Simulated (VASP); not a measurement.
# TiSi16 (a cell with a defect) in VASP: single point with PBEsol

Aim: the single point of TiSi16 (a cell with a defect) with PBEsol.

Program: VASP 6.6.1. These are calculated values, not measurements. Logs are shortened: lines on timing, memory, paths and dates and some standing lists are left out, and cuts for length are marked.

## (1) The cell of the first run

The cell holds a defect, 17 atoms: a = 7.679 Å, b = 7.679 Å, c = 7.679 Å, α = 60.00°, β = 60.00°, γ = 60.00°.

## (2) Single point, PBEsol

INCAR reads:

```
ALGO = Normal ; EDIFF = 1E-6
ENCUT = 520 ; GGA = PS
ISIF = 2 ; ISMEAR = -1
LASPH = True ; LCHARG = False
LREAL = Auto ; LWAVE = False
NBANDS = 52 ; NELM = 80
PREC = Accurate ; SIGMA = 0.02
```

KPOINTS reads:

```
k-points
0
Gamma
  2 2 2
```

POSCAR reads:

```
TiSi16
1.0
    0.0000000000      5.4300000000      5.4300000000
    5.4300000000      0.0000000000      5.4300000000
    5.4300000000      5.4300000000      0.0000000000
Si Ti
16 1
Direct
   -0.0004942331     -0.0141296023     -0.0005377021
    0.1241814921      0.1177428283      0.1241293619
   -0.0065219574     -0.0024510679      0.4976343199
    0.1265757853      0.1196149362      0.6165189988
   -0.0012141529      0.4998025962     -0.0013252813
    0.1182680467      0.6232379363      0.1180060187
    0.0021904223      0.5009111126      0.4817750815
    0.1252895076      0.6241274144      0.6160704960
    0.4976922290     -0.0024737165     -0.0065493245
    0.6166238441      0.1195306637      0.1265482550
    0.4992815786     -0.0016887621      0.4992289053
    0.6230742932      0.1211664263      0.6230531705
    0.4820009713      0.5008235985      0.0020596062
    0.6162063420      0.6240970855      0.1252072156
    0.4985021064      0.4916800140      0.4984216995
    0.6191555880      0.6248913377      0.6189666661
    0.8697900368      0.3722556992      0.8696109127
```

Potentials or basis: VASP PAW PBE potentials, release 64 (Si, Ti_sv).

The run is started by

```bash
$ cat potpaw_PBE.64/Si/POTCAR potpaw_PBE.64/Ti_sv/POTCAR > POTCAR
$ mpirun -np 1 vasp_std > vasp.out
```

OUTCAR:

```text
EDIFF = 1E-6
   ENCUT = 520
   GGA = PS
   ISIF = 2
   ISMEAR = -1
   LASPH = True
   LREAL = Auto
   NELM = 80
   PREC = Accurate

 ion  position               nearest neighbor table
   1  1.000  0.986  0.999-   6 2.27   2 2.39  10 2.40   4 2.40  17 2.42
   2  0.124  0.118  0.124-   3 2.34   9 2.34   1 2.39   5 2.40  17 2.76
   3  0.993  0.998  0.498-  12 2.32   8 2.34   2 2.34   4 2.35
   4  0.127  0.120  0.617-  11 2.34   3 2.35   7 2.39   1 2.40  17 2.75
   5  0.999  0.500  0.999-   6 2.27   2 2.40  14 2.40   8 2.40  17 2.42
   6  0.118  0.623  0.118-   5 2.27   1 2.27  13 2.28   7 2.28
   7  0.002  0.501  0.482-   6 2.28   8 2.39   4 2.39  16 2.40  17 2.43
   8  0.125  0.624  0.616-  15 2.34   3 2.34   7 2.39   5 2.40  17 2.76
   9  0.498  0.998  0.993-  12 2.32  14 2.34   2 2.34  10 2.35
  10  0.617  0.120  0.127-  11 2.34   9 2.35  13 2.39   1 2.40  17 2.75
  11  0.499  0.998  0.499-  12 2.32  10 2.34   4 2.34  16 2.34
  12  0.623  0.121  0.623-   9 2.32   3 2.32  11 2.32  15 2.32
  13  0.482  0.501  0.002-   6 2.28  14 2.39  10 2.39  16 2.40  17 2.43
  14  0.616  0.624  0.125-  15 2.34   9 2.34  13 2.39   5 2.40  17 2.76
  15  0.499  0.492  0.498-  12 2.32   8 2.34  14 2.34  16 2.35
  16  0.619  0.625  0.619-  11 2.34  15 2.35   7 2.40  13 2.40  17 2.72
  17  0.870  0.372  0.870-   5 2.42   1 2.42  13 2.43   7 2.43  16 2.72   4 2.75  10 2.75   8 2.76
                            14 2.76   2 2.76

  LATTYP: Found a face centered cubic cell.
 ALAT       =    10.8600000000

  Lattice vectors:

 A1 = (   0.0000000000,   5.4300000000,   5.4300000000)
 A2 = (   5.4300000000,   0.0000000000,   5.4300000000)
 A3 = (   5.4300000000,   5.4300000000,   0.0000000000)

Analysis of symmetry for initial positions (statically):
=====================================================================
 Subroutine PRICEL returns:
 Original cell was already a primitive cell.

 Routine SETGRP: Setting up the symmetry group for a
 face centered cubic supercell.

 Subroutine GETGRP returns: Found  1 space group operations
 (whereof  1 operations were pure point group operations)
 out of a pool of 48 trial point group operations.

The static configuration has the point symmetry C_1 .

Analysis of symmetry for dynamics (positions and initial velocities):
=====================================================================
 Subroutine PRICEL returns:
 Original cell was already a primitive cell.

 Routine SETGRP: Setting up the symmetry group for a
 face centered cubic supercell.

 Subroutine GETGRP returns: Found  1 space group operations
 (whereof  1 operations were pure point group operations)
 out of a pool of 48 trial point group operations.

The dynamic configuration has the point symmetry C_1 .

 Subroutine INISYM returns: Found  1 space group operations
 (whereof  1 operations are pure point group operations),
 and found     1 'primitive' translations

----------------------------------------------------------------------------------------

                                     Primitive cell

  volume of cell :     320.2060

  direct lattice vectors                    reciprocal lattice vectors
     0.000000000  5.430000000  5.430000000    -0.092081031  0.092081031  0.092081031
     5.430000000  0.000000000  5.430000000     0.092081031 -0.092081031  0.092081031
     5.430000000  5.430000000  0.000000000     0.092081031  0.092081031 -0.092081031

  length of vectors
     7.679179644  7.679179644  7.679179644     0.159489025  0.159489025  0.159489025

  position of ions in fractional coordinates (direct lattice)
     0.999505767  0.985870398  0.999462298
     0.124181492  0.117742828  0.124129362
     0.993478043  0.997548932  0.497634320
     0.126575785  0.119614936  0.616518999
     0.998785847  0.499802596  0.998674719
     0.118268047  0.623237936  0.118006019
[... 9 lines left out ...]
     0.619155588  0.624891338  0.618966666
     0.869790037  0.372255699  0.869610913

  ion indices of the primitive-cell ions
   primitive index   ion index
                 1           1
                 2           2
                 3           3
                 4           4
                 5           5
                 6           6
[... 9 lines left out ...]
                16          16
                17          17

----------------------------------------------------------------------------------------

 KPOINTS: k-points

Automatic generation of k-mesh.
 Grid dimensions read from file:
 generate k-points for:    2    2    2

 Generating k-lattice:

  Cartesian coordinates                     Fractional coordinates (reciprocal lattice)
    -0.046040516  0.046040516  0.046040516     0.500000000  0.000000000  0.000000000
     0.046040516 -0.046040516  0.046040516     0.000000000  0.500000000  0.000000000
     0.046040516  0.046040516 -0.046040516     0.000000000  0.000000000  0.500000000

  Length of vectors
     0.079744512  0.079744512  0.079744512

  Shift w.r.t. Gamma in fractional coordinates (k-lattice)
     0.000000000  0.000000000  0.000000000

 Subroutine IBZKPT returns following result:
 ===========================================

 Found      8 irreducible k-points:

 Following reciprocal coordinates:
            Coordinates               Weight
  0.000000  0.000000  0.000000      1.000000
  0.500000  0.000000  0.000000      1.000000
  0.000000  0.500000  0.000000      1.000000
  0.000000  0.000000  0.500000      1.000000
  0.500000  0.500000  0.500000      1.000000
  0.500000  0.500000  0.000000      1.000000
  0.000000  0.500000  0.500000      1.000000
  0.500000  0.000000  0.500000      1.000000
   k-points           NKPTS =      8   k-points in BZ     NKDIM =      8   number of bands    NBANDS=     52
   number of dos      NEDOS =    301   number of ions     NIONS =     17
   total plane-waves  NPLWV = 216000
   dimension x,y,z NGX =    60 NGY =   60 NGZ =   60
   dimension x,y,z NGXF=   120 NGYF=  120 NGZF=  120
   ions per type =              16   1
   NGX,Y,Z   is equivalent  to a cutoff of  12.99, 12.99, 12.99 a.u.
   NGXF,Y,Z  is equivalent  to a cutoff of  25.98, 25.98, 25.98 a.u.
 SYSTEM =  unknown system
   PREC   = accura    normal or accurate (medium, high low for compatibility)
   ISTART =      0    job   : 0-new  1-cont  2-samecut
   ICHARG =      2    charge: 1-file 2-atom 10-const
   ISPIN  =      1    spin polarized calculation?
   LNONCOLLINEAR =      F non collinear calculations
   LSORBIT =      F    spin-orbit coupling
   LASPH  =      T    aspherical Exc in radial PAW
   ENCUT  =  520.0 eV  38.22 Ry    6.18 a.u.  14.28 14.28 14.28*2*pi/ulx,y,z
   NELM   =     80;   NELMIN=  2; NELMDL= -5     # of ELM steps
   EDIFF  = 0.1E-05   stopping-criterion for ELM
   LREAL  =      T    real-space projection
   EDIFFG = 0.1E-04   stopping-criterion for IOM
   NSW    =      0    number of steps for IOM
   IBRION =     -1    ionic relax: 0-MD 1-quasi-New 2-CG
   NFREE  =      0    steps in history (QN), initial steepest desc. (CG)
   ISIF   =      2    stress and relaxation
   ISYM   =      2    0-nonsym 1-usesym 2-fastsym
   POTIM  = 0.5000    time-step for ionic-motion
   TEBEG  =    0.0;   TEEND  =   0.0 temperature during run
   PSTRESS=    0.0 pullay stress
   NELECT =      76.0000    total number of electrons
   NUPDOWN=      -1.0000    fix difference up-down
   EMIN   =  10.00;   EMAX   =-10.00  energy-range for DOS
   EFERMI =   0.00;   METHOD = LEGACY
   ISMEAR =    -1;   SIGMA  =   0.02  broadening in eV -4-tet -1-fermi 0-gaus
   EFERMI_NEDOS =   21; number of points for ismear=-14 and -15
   IALGO  =     38    algorithm
   IMIX   =      4    mixing-type and parameters
     AMIX     =   0.40;   BMIX     =  1.00
     AMIX_MAG =   1.60;   BMIX_MAG =  1.00
  volume/ion in A,a.u.               =      18.84       127.11
  Fermi-wavevector in a.u.,A,eV,Ry     =   1.013607  1.915439 13.978610  1.027399
  Thomas-Fermi vector in A             =   2.146786
   LORBIT       =      0    0 simple, 1 ext, 2 COOP (PROOUT), +10 PAW based schemes
   GGA     = PS    functional components
   LHFCALC =     F    Hartree Fock is set to
   AEXX    =    0.0000 exact exchange contribution
   IVDW    =     0    specifies the selected vdW correction
   LEPSILON=     F    determine dielectric tensor
   LRPA    =     F    only Hartree local field effects (RPA)
 non-spin polarized calculation
  energy-cutoff  :      520.00
  volume of cell :      320.21
 maximum number of plane-waves:      8646
 NGX is ok and might be reduce to    60
   NGX = 29   NGY = 29   NGZ = 29

 number of electron      76.0000002 magnetization

 Free energy of the ion-electron system (eV)
  ---------------------------------------------------
  ext. energy  EPLUGINS =         0.00000000
  ---------------------------------------------------
  free energy    TOTEN  =       -98.32601967 eV

  energy without entropy =      -98.30446893  energy(sigma->0) =      -98.31524430

 E-fermi :   6.8147     XC(G=0):  -9.8813

 val. band max:        6.7771724628   @ k =   0.0000   0.5000   0.5000
 cond. band min:       6.8187856467   @ k =   0.5000   0.5000   0.5000
 fundamental gap:      0.0416131839
 Fermi energy:         6.8147466891

 k-point     1 :       0.0000    0.0000    0.0000
  band No.  band energies     occupation
      1     -49.7280      2.00000
      2     -26.2117      2.00000
      3     -26.2111      2.00000
      4     -26.1930      2.00000
      5      -5.7876      2.00000
      6      -3.5571      2.00000
[... 42 lines left out ...]
     49       8.0874      0.00000
     50       8.3847      0.00000

 k-point     2 :       0.5000    0.0000    0.0000
  band No.  band energies     occupation
      1     -49.7280      2.00000
      2     -26.2117      2.00000
      3     -26.2111      2.00000
      4     -26.1930      2.00000
      5      -5.0784      2.00000
      6      -4.8635      2.00000
[... 42 lines left out ...]
     49       9.1836      0.00000
     50       9.7926      0.00000

 k-point     3 :       0.0000    0.5000    0.0000
  band No.  band energies     occupation
      1     -49.7280      2.00000
      2     -26.2117      2.00000
      3     -26.2111      2.00000
      4     -26.1930      2.00000
      5      -5.0765      2.00000
      6      -4.8649      2.00000
[... 42 lines left out ...]
     49       9.1996      0.00000
     50       9.7918      0.00000

 k-point     4 :       0.0000    0.0000    0.5000
  band No.  band energies     occupation
      1     -49.7280      2.00000
      2     -26.2117      2.00000
      3     -26.2111      2.00000
      4     -26.1930      2.00000
      5      -5.0785      2.00000
      6      -4.8635      2.00000
[... 42 lines left out ...]
     49       9.1829      0.00000
     50       9.7930      0.00000

 k-point     5 :       0.5000    0.5000    0.5000
  band No.  band energies     occupation
      1     -49.7280      2.00000
      2     -26.2117      2.00000
      3     -26.2111      2.00000
      4     -26.1930      2.00000
      5      -5.0758      2.00000
      6      -4.8661      2.00000
[... 42 lines left out ...]
     49       9.2060      0.00000
     50       9.7966      0.00000

 k-point     6 :       0.5000    0.5000    0.0000
  band No.  band energies     occupation
      1     -49.7280      2.00000
      2     -26.2117      2.00000
      3     -26.2111      2.00000
      4     -26.1930      2.00000
      5      -4.7528      2.00000
      6      -4.6684      2.00000
[... 42 lines left out ...]
     49       9.7611      0.00000
     50      10.4165      0.00000

 k-point     7 :       0.0000    0.5000    0.5000
  band No.  band energies     occupation
      1     -49.7280      2.00000
      2     -26.2117      2.00000
      3     -26.2111      2.00000
      4     -26.1930      2.00000
      5      -4.7527      2.00000
      6      -4.6685      2.00000
[... 42 lines left out ...]
     49       9.7611      0.00000
     50      10.4167      0.00000

 k-point     8 :       0.5000    0.0000    0.5000
  band No.  band energies     occupation
      1     -49.7280      2.00000
      2     -26.2117      2.00000
      3     -26.2111      2.00000
      4     -26.1930      2.00000
      5      -4.7480      2.00000
      6      -4.6739      2.00000
[... 42 lines left out ...]
     49       9.7639      0.00000
     50      10.4249      0.00000
 [bands above 50 left out]

------------------------ aborting loop because EDIFF is reached ----------------------------------------

  FORCE on cell =-STRESS in cart. coord.  units (eV):
  Direction    XX          YY          ZZ          XY          YZ          ZX
  --------------------------------------------------------------------------------------
  -------------------------------------------------------------------------------------
  Total        4.0989348      4.2046795      4.0957024     -0.0379624     -0.0406096     -0.1156644
  in kB       20.5093598     21.0384625     20.4931863     -0.1899479     -0.2031937     -0.5787365
  external PRESSURE =      20.6803362 kB  Pullay stress =       0.0000000 kB

 VOLUME and BASIS-vectors are now :
 -----------------------------------------------------------------------------
  energy-cutoff  :      520.00
  volume of cell :      320.21
      direct lattice vectors                 reciprocal lattice vectors
     0.000000000  5.430000000  5.430000000    -0.092081031  0.092081031  0.092081031
     5.430000000  0.000000000  5.430000000     0.092081031 -0.092081031  0.092081031
     5.430000000  5.430000000  0.000000000     0.092081031  0.092081031 -0.092081031

 POSITION                                       TOTAL-FORCE (eV/Angst)
 -----------------------------------------------------------------------------------
     10.78036     10.85440     10.78059         0.006826     -0.018005      0.006721
      1.31337      1.34833      1.31365         0.006047     -0.012074      0.006147
      8.11885      8.09674     10.81128         0.006409     -0.003618      0.018353
      3.99721      4.03500      1.33682         0.012048     -0.021071     -0.029531
      8.13673     10.84621      8.13734        -0.001520      0.005888     -0.001982
      4.02495      1.28297      4.02638         0.007257      0.024119      0.007001
[... 9 lines left out ...]
      6.75415      6.72300      6.75517        -0.028171     -0.010319     -0.028765
      6.74334      9.44495      6.74431         0.008298      0.032883      0.004200
 -----------------------------------------------------------------------------------
    total drift:                               -0.003199      0.007740     -0.006555

  FREE ENERGIE OF THE ION-ELECTRON SYSTEM (eV)
  ---------------------------------------------------
  free  energy   TOTEN  =       -98.3260196747 eV

  energy  without entropy=      -98.3044689333  energy(sigma->0) =      -98.31524430
```

Wall time 1.8 min (1 thread of Intel Xeon 6975P-C (Granite Rapids), shared host); peak memory 0.48 GiB.

What came out:

* Free energy: -98.3260 eV
* Pressure: 2.1 GPa
* Largest force: 0.042 eV/Å
* Band gap on the k mesh: zero (bands 38 and 39 overlap by 0.38 eV)

Forces in eV/Å, atoms in the order of the input:
```
Si   0.007 -0.018  0.007
Si   0.006 -0.012  0.006
Si   0.006 -0.004  0.018
Si   0.012 -0.021 -0.030
Si  -0.002  0.006 -0.002
Si   0.007  0.024  0.007
Si  -0.014 -0.002  0.006
Si  -0.003  0.006 -0.010
Si   0.018 -0.004  0.006
Si  -0.030 -0.021  0.014
Si   0.007  0.010  0.007
Si  -0.001 -0.004 -0.001
Si   0.004 -0.001 -0.013
Si  -0.010  0.006 -0.003
Si   0.011  0.012  0.012
Si  -0.028 -0.010 -0.029
Ti   0.008  0.033  0.004
```

Stress tensor (GPa, compression positive):
```
 2.05 -0.02 -0.06
-0.02  2.10 -0.02
-0.06 -0.02  2.05
```

Caveat: the k points lie up to 0.50 Å⁻¹ apart; the PAW data sets were made with another functional, which shifts forces and pressure a little.
